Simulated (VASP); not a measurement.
Set up this calculation in VASP 6.6.1, as the native input.

| Item | Value |
| --- | --- |
| Task | dielectric tensor |
| Functional | r2SCAN |
| Potentials or basis | VASP PAW PBE potentials, release 64 (Si, C) |
| Cutoff | 520 eV |
| k mesh | 8 × 8 × 8 |
| Occupations | gaussian, width 0.01 eV |
| Spin | no spin polarisation |
| Dipole correction | no |
| Further INCAR settings | ALGO = Normal; EDIFF = 1e-08 |

The structure of SiC lies in POSCAR:

```
SiC
1.0
    0.0000000000      2.0909302570      2.0909302570
    2.0909302570      0.0000000000      2.0909302570
    2.0909302570      2.0909302570      0.0000000000
Si C
1 1
Direct
    0.0000000000      0.0000000000      0.0000000000
    0.2500000000      0.2500000000      0.2500000000
```

This cell differs from its parent crystal: strain -4.0%.

These files were run (other wordings do the same):

INCAR

```
SYSTEM = SiC
PREC = Accurate ; ENCUT = 520
EDIFF = 1E-8 ; ISMEAR = 0
SIGMA = 0.01 ; LREAL = .FALSE.
LASPH = .TRUE. ; NELM = 80
ALGO = Normal ; ISIF = 2
LWAVE = .FALSE. ; LCHARG = .FALSE.
METAGGA = R2SCAN ; LMIXTAU = .TRUE.
LCALCEPS = .TRUE.
```

KPOINTS

```
Automatic mesh
0
G
  8 8 8
  0 0 0
```

Potentials or basis: VASP PAW PBE potentials, release 64 (Si, C).

Run with:

```bash
$ cat potpaw_PBE.64/Si/POTCAR potpaw_PBE.64/C/POTCAR > POTCAR
$ mpirun -np 1 vasp_std > vasp.out
```

Results of the run:

The band gap on the k mesh is 1.63 eV (least direct gap 5.21 eV). The electronic dielectric tensor (diagonal) is 6.24. The born charges (mean of the diagonal) is Si +2.79; C -2.79 e.

Caveat: the cell differs from its parent crystal (strain -4.0%).

Wall time 29 min on 1 thread of AMD EPYC 7R43 64-Core Processor (Zen 3) (shared host), peak memory 0.19 GiB.
